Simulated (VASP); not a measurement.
Wanted: the native input for a VASP 6.6.1 run.

```yaml
Task: single point
Functional: PBEsol
Potentials_or_basis: VASP PAW PBE potentials, release 64 (Be, Te)
Cutoff: 520 eV
k_mesh: 7 × 7 × 7
Occupations: fermi-dirac, width 0.01 eV
Spin: no spin polarisation
Dipole_correction: no
Further_INCAR_settings: ALGO = Normal; EDIFF = 1e-06; NBANDS = 11
```

The structure of BeTe lies in POSCAR:

```
BeTe
1.0
    0.0000000000      2.8025766562      2.8025766562
    2.8025766562      0.0000000000      2.8025766562
    2.8025766562      2.8025766562      0.0000000000
Be Te
1 1
Direct
    0.0000000000      0.0000000000      0.0000000000
    0.2500000000      0.2500000000      0.2500000000
```

The input as run:

INCAR

```
SYSTEM = BeTe
PREC = Accurate
ENCUT = 520
EDIFF = 1E-6
ISMEAR = -1
SIGMA = 0.01
LREAL = .False.
LASPH = .True.
NELM = 60
ALGO = Normal
ISIF = 2
LWAVE = .False.
LCHARG = .False.
GGA = PS
NBANDS = 11
```

KPOINTS

```
Automatic mesh
0
Gamma
  7 7 7
  0 0 0
```

Potentials or basis: VASP PAW PBE potentials, release 64 (Be, Te).

Command:

```console
$ cat potpaw_PBE.64/Be/POTCAR potpaw_PBE.64/Te/POTCAR > POTCAR
$ mpirun -np 1 vasp_std > vasp.out
```

Results of the run:

The pressure is 0.3 GPa. The band gap on the k mesh is 1.89 eV, indirect (least direct gap 3.59 eV).

Caveat: the PAW data sets were made with another functional, which shifts forces and pressure a little; spin-orbit coupling is left out, which moves the levels of the heavy elements.

Wall time 10 s on 1 thread of AMD EPYC 7R43 64-Core Processor (Zen 3), with other jobs on the host, peak memory 0.13 GiB.
